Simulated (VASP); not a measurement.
# BP in VASP: single point with LDA

Aim: the single point of BP with LDA.

Everything below comes from runs of VASP 6.6.1. Logs are shortened: lines on timing, memory, paths and dates and some standing lists are left out, and cuts for length are marked.

### Step 1. The cell of the first run

The cell holds a sheet with vacuum, 2 atoms: a = 3.179 Å, b = 3.179 Å, c = 23.800 Å, α = 90.00°, β = 90.00°, γ = 120.00°.

### Step 2. Single point, LDA

Contents of INCAR:

```
PREC     = Accurate       # precision mode
ENCUT    = 420            # plane-wave cutoff, eV
EDIFF    = 1E-6           # SCF threshold, eV
ISMEAR   = 0              # smearing method
SIGMA    = 0.03           # smearing width, eV
LREAL    = False          # projectors in reciprocal space
LASPH    = True           # aspherical terms in the spheres
NELM     = 120            # most SCF steps
ALGO     = Normal         # electronic algorithm
ISIF     = 2              # what is computed and relaxed
LWAVE    = False          # write WAVECAR
LCHARG   = False          # write CHGCAR
LDIPOL   = True         
IDIPOL   = 3            
DIPOL    = 0.5 0.5 0.294
GGA      = CA             # functional
NBANDS   = 11             # bands
GGA_COMPAT= False        
NELMDL   = -8
```

Contents of KPOINTS:

```
Automatic mesh
0
Gamma
  12 12 1
```

Contents of POSCAR:

```
BP
1.0
    3.1788258194      0.0000000000      0.0000000000
   -1.5894129097      2.7529439138      0.0000000000
    0.0000000000      0.0000000000     23.8000000000
B P
1 1
Direct
    0.3333333333      0.6666666667      0.2941176471
    0.6666666667      0.3333333333      0.2941176471
```

Potentials or basis: VASP PAW LDA potentials, release 64 (B, P).

The run is started by

```console
$ cat potpaw_LDA.64/B/POTCAR potpaw_LDA.64/P/POTCAR > POTCAR
$ mpirun -np 1 vasp_std > vasp.out
```

OUTCAR:

```text
PREC = Accurate
   ENCUT = 420
   EDIFF = 1E-6
   ISMEAR = 0
   LREAL = False
   LASPH = True
   NELM = 120
   ISIF = 2
   GGA = CA
   NELMDL = -8

 ion  position               nearest neighbor table
   1  0.333  0.667  0.294-   2 1.84   2 1.84   2 1.84
   2  0.667  0.333  0.294-   1 1.84   1 1.84   1 1.84

  LATTYP: Found a hexagonal cell.
 ALAT       =     3.1788258194
 C/A-ratio  =     7.4870412385

  Lattice vectors:

 A1 = (   3.1788258194,   0.0000000000,   0.0000000000)
 A2 = (  -1.5894129097,   2.7529439138,   0.0000000000)
 A3 = (   0.0000000000,   0.0000000000,  23.8000000000)

Analysis of symmetry for initial positions (statically):
=====================================================================
 Subroutine PRICEL returns:
 Original cell was already a primitive cell.

 Routine SETGRP: Setting up the symmetry group for a
 hexagonal supercell.

 Subroutine GETGRP returns: Found 12 space group operations
 (whereof  6 operations were pure point group operations)
 out of a pool of 24 trial point group operations.

The static configuration has the point symmetry C_3v.
 The point group associated with its full space group is D_3h.

Analysis of symmetry for dynamics (positions and initial velocities):
=====================================================================
 Subroutine PRICEL returns:
 Original cell was already a primitive cell.

 Routine SETGRP: Setting up the symmetry group for a
 hexagonal supercell.

 Subroutine GETGRP returns: Found 12 space group operations
 (whereof  6 operations were pure point group operations)
 out of a pool of 24 trial point group operations.

The dynamic configuration has the point symmetry C_3v.
 The point group associated with its full space group is D_3h.

 Subroutine INISYM returns: Found 12 space group operations
 (whereof  6 operations are pure point group operations),
 and found     1 'primitive' translations

----------------------------------------------------------------------------------------

                                     Primitive cell

  volume of cell :     208.2769

  direct lattice vectors                    reciprocal lattice vectors
     3.178825819  0.000000000  0.000000000     0.314581565  0.181623751  0.000000000
    -1.589412910  2.752943914  0.000000000     0.000000000  0.363247502  0.000000000
     0.000000000  0.000000000 23.800000000     0.000000000  0.000000000  0.042016807

  length of vectors
     3.178825819  3.178825819 23.800000000     0.363247502  0.363247502  0.042016807

  position of ions in fractional coordinates (direct lattice)
     0.333333333  0.666666667  0.294117647
     0.666666667  0.333333333  0.294117647

  ion indices of the primitive-cell ions
   primitive index   ion index
                 1           1
                 2           2

----------------------------------------------------------------------------------------

 KPOINTS: Automatic mesh

Automatic generation of k-mesh.
 Grid dimensions read from file:
 generate k-points for:   12   12    1

 Generating k-lattice:

  Cartesian coordinates                     Fractional coordinates (reciprocal lattice)
     0.026215130  0.015135313  0.000000000     0.083333333  0.000000000  0.000000000
     0.000000000  0.030270625  0.000000000     0.000000000  0.083333333  0.000000000
     0.000000000  0.000000000  0.042016807     0.000000000  0.000000000  1.000000000

  Length of vectors
     0.030270625  0.030270625  0.042016807

  Shift w.r.t. Gamma in fractional coordinates (k-lattice)
     0.000000000  0.000000000  0.000000000

 Subroutine IBZKPT returns following result:
 ===========================================

 Found     19 irreducible k-points:

 Following reciprocal coordinates:
            Coordinates               Weight
  0.000000  0.000000  0.000000      1.000000
  0.083333  0.000000  0.000000      6.000000
  0.166667  0.000000  0.000000      6.000000
  0.250000  0.000000  0.000000      6.000000
  0.333333 -0.000000  0.000000      6.000000
  0.416667  0.000000  0.000000      6.000000
[... 11 lines left out ...]
  0.333333  0.250000  0.000000     12.000000
  0.333333  0.333333  0.000000      2.000000
   k-points           NKPTS =     19   k-points in BZ     NKDIM =     19   number of bands    NBANDS=     11
   number of dos      NEDOS =    301   number of ions     NIONS =      2
   total plane-waves  NPLWV =  92160
   dimension x,y,z NGX =    24 NGY =   24 NGZ =  160
   dimension x,y,z NGXF=    48 NGYF=   48 NGZF=  320
   ions per type =               1   1
   NGX,Y,Z   is equivalent  to a cutoff of  12.55, 12.55, 11.18 a.u.
   NGXF,Y,Z  is equivalent  to a cutoff of  25.10, 25.10, 22.35 a.u.
 SYSTEM =  unknown system
   PREC   = accura    normal or accurate (medium, high low for compatibility)
   ISTART =      0    job   : 0-new  1-cont  2-samecut
   ICHARG =      2    charge: 1-file 2-atom 10-const
   ISPIN  =      1    spin polarized calculation?
   LNONCOLLINEAR =      F non collinear calculations
   LSORBIT =      F    spin-orbit coupling
   LASPH  =      T    aspherical Exc in radial PAW
   ENCUT  =  420.0 eV  30.87 Ry    5.56 a.u.   5.31  5.31 39.77*2*pi/ulx,y,z
   NELM   =    120;   NELMIN=  2; NELMDL= -8     # of ELM steps
   EDIFF  = 0.1E-05   stopping-criterion for ELM
   LREAL  =      F    real-space projection
   EDIFFG = 0.1E-04   stopping-criterion for IOM
   NSW    =      0    number of steps for IOM
   IBRION =     -1    ionic relax: 0-MD 1-quasi-New 2-CG
   NFREE  =      0    steps in history (QN), initial steepest desc. (CG)
   ISIF   =      2    stress and relaxation
   ISYM   =      2    0-nonsym 1-usesym 2-fastsym
   POTIM  = 0.5000    time-step for ionic-motion
   TEBEG  =    0.0;   TEEND  =   0.0 temperature during run
   PSTRESS=    0.0 pullay stress
   NELECT =       8.0000    total number of electrons
   NUPDOWN=      -1.0000    fix difference up-down
   EMIN   =  10.00;   EMAX   =-10.00  energy-range for DOS
   EFERMI =   0.00;   METHOD = LEGACY
   ISMEAR =     0;   SIGMA  =   0.03  broadening in eV -4-tet -1-fermi 0-gaus
   EFERMI_NEDOS =   21; number of points for ismear=-14 and -15
   IALGO  =     38    algorithm
   IMIX   =      4    mixing-type and parameters
     AMIX     =   0.40;   BMIX     =  1.00
     AMIX_MAG =   1.60;   BMIX_MAG =  1.00
  volume/ion in A,a.u.               =     104.14       702.76
  Fermi-wavevector in a.u.,A,eV,Ry     =   0.552363  1.043814  4.151202  0.305105
  Thomas-Fermi vector in A             =   1.584770
   LORBIT       =      0    0 simple, 1 ext, 2 COOP (PROOUT), +10 PAW based schemes
   GGA     = CA    functional components
   LHFCALC =     F    Hartree Fock is set to
   AEXX    =    0.0000 exact exchange contribution
   IVDW    =     0    specifies the selected vdW correction
   LEPSILON=     F    determine dielectric tensor
   LRPA    =     F    only Hartree local field effects (RPA)
 non-spin polarized calculation
 Gauss-broadening in eV      SIGMA  =   0.03
  energy-cutoff  :      420.00
  volume of cell :      208.28
 maximum number of plane-waves:      4109
 NGX is ok and might be reduce to    24
   NGX = 11   NGY = 11   NGZ = 79

 dipolmoment           0.000000      0.000000     -0.000000 electrons x Angstroem

 number of electron       8.0000001 magnetization

 dipolmoment           0.000000      0.000000      0.000001 electrons x Angstroem

 Free energy of the ion-electron system (eV)
  ---------------------------------------------------
  ext. energy  EPLUGINS =         0.00000000
  ---------------------------------------------------
  free energy    TOTEN  =       -13.35230465 eV

  energy without entropy =      -13.35230465  energy(sigma->0) =      -13.35230465

 E-fermi :  -3.6782     XC(G=0):  -1.8623

 val. band max:       -3.8834112758   @ k =   0.3333   0.3333   0.0000
 cond. band min:      -3.0682676866   @ k =   0.3333   0.3333   0.0000
 fundamental gap:      0.8151435891
 Fermi energy:        -3.6781896965

 k-point     1 :       0.0000    0.0000    0.0000
  band No.  band energies     occupation
      1     -17.6642      2.00000
      2      -8.2007      2.00000
      3      -5.5355      2.00000
      4      -5.5355      2.00000
      5      -0.1830      0.00000
      6       0.8202      0.00000
      7       0.8202      0.00000
      8       1.1495      0.00000
      9       1.4364      0.00000
     10       2.0451      0.00000
     11       2.0700      0.00000

 k-point     2 :       0.0833    0.0000    0.0000
  band No.  band energies     occupation
      1     -17.5567      2.00000
      2      -8.0830      2.00000
      3      -6.0633      2.00000
      4      -5.7457      2.00000
      5      -0.0617      0.00000
      6       0.6366      0.00000
      7       1.2606      0.00000
      8       1.2838      0.00000
      9       1.5767      0.00000
     10       2.1808      0.00000
     11       2.3639      0.00000

 k-point     3 :       0.1667    0.0000    0.0000
  band No.  band energies     occupation
      1     -17.2369      2.00000
      2      -7.7325      2.00000
      3      -7.3209      2.00000
      4      -6.2299      2.00000
      5       0.1050      0.00000
      6       0.4420      0.00000
      7       1.6828      0.00000
      8       1.9907      0.00000
      9       2.4302      0.00000
     10       2.5802      0.00000
     11       2.8283      0.00000
[... 197 lines left out ...]
 k-point    18 :       0.3333    0.2500    0.0000
  band No.  band energies     occupation
      1     -14.4141      2.00000
      2     -11.7056      2.00000
      3      -9.8569      2.00000
      4      -4.4182      2.00000
      5      -2.5819      0.00000
      6       2.6471      0.00000
      7       2.6939      0.00000
      8       4.1339      0.00000
      9       5.3009      0.00000
     10       6.2909      0.00000
     11       6.5247      0.00000

 k-point    19 :       0.3333    0.3333    0.0000
  band No.  band energies     occupation
      1     -14.1516      2.00000
      2     -11.7464      2.00000
      3     -10.3252      2.00000
      4      -3.8834      2.00000
      5      -3.0683      0.00000
      6       2.3175      0.00000
      7       3.4742      0.00000
      8       4.5137      0.00000
      9       5.8622      0.00000
     10       6.9363      0.00000
     11       7.0361      0.00000

------------------------ aborting loop because EDIFF is reached ----------------------------------------

 vacuum level on the upper side and lower side of the slab       (xc-potential included)        -0.008        -0.008

  FORCE on cell =-STRESS in cart. coord.  units (eV):
  Direction    XX          YY          ZZ          XY          YZ          ZX
  --------------------------------------------------------------------------------------
  -------------------------------------------------------------------------------------
  Total       -0.0253286     -0.0253286     -0.0042064      0.0000000      0.0000000      0.0000000
  in kB       -0.1948409     -0.1948409     -0.0323580      0.0000000      0.0000000      0.0000000
  external PRESSURE =      -0.1406799 kB  Pullay stress =       0.0000000 kB

 VOLUME and BASIS-vectors are now :
 -----------------------------------------------------------------------------
  energy-cutoff  :      420.00
  volume of cell :      208.28
      direct lattice vectors                 reciprocal lattice vectors
     3.178825819  0.000000000  0.000000000     0.314581565  0.181623751  0.000000000
    -1.589412910  2.752943914  0.000000000     0.000000000  0.363247502  0.000000000
     0.000000000  0.000000000 23.800000000     0.000000000  0.000000000  0.042016807

 POSITION                                       TOTAL-FORCE (eV/Angst)
 -----------------------------------------------------------------------------------
     -0.00000      1.83530      7.00000        -0.000000     -0.000000     -0.000000
      1.58941      0.91765      7.00000         0.000000      0.000000      0.000000
 -----------------------------------------------------------------------------------
    total drift:                               -0.000000      0.000000      0.000001

  FREE ENERGIE OF THE ION-ELECTRON SYSTEM (eV)
  ---------------------------------------------------
  free  energy   TOTEN  =       -13.3523046469 eV

  energy  without entropy=      -13.3523046469  energy(sigma->0) =      -13.35230465

 vacuum level on the upper side and lower side of the slab         1.383         1.383
```

Wall time 65 s (1 thread of Intel Xeon 8259CL, shared host); peak memory 0.22 GiB.

What came out:

- Free energy: -13.3523 eV
- Band gap on the k mesh: 0.82 eV
